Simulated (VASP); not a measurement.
Here is a VASP 6.6.1 calculation.

Contents of INCAR:

```
PREC = Accurate
ENCUT = 520
EDIFF = 1E-6
ISMEAR = -1
SIGMA = 0.05
LREAL = F
LASPH = T
NELM = 150
ALGO = Normal
ISIF = 2
LWAVE = F
LCHARG = F
ISPIN = 2
MAGMOM = 1.8
LORBIT = 11
NUPDOWN = 1.8
LMAXMIX = 6
GGA = PS
NBANDS = 18
```

KPOINTS

```
regular mesh
0
Gamma
  7 7 7
```

The input POSCAR:

```
Eu
1.0
   -2.3030000000      2.3030000000      2.3030000000
    2.3030000000     -2.3030000000      2.3030000000
    2.3030000000      2.3030000000     -2.3030000000
Eu
1
Direct
    0.0000000000      0.0000000000      0.0000000000
```

Potentials or basis: VASP PAW PBE potentials, release 64 (Eu).

The run is started by

```sh
$ cat potpaw_PBE.64/Eu/POTCAR > POTCAR
$ mpirun -np 1 vasp_std > vasp.out
```

(1) What does it give for the pressure?

Results:

(1) -4.8 GPa.

Caveat: the cell stands under tension; the PAW data sets were made with another functional, which shifts forces and pressure a little; the total moment is fixed, so each spin has its own Fermi level.
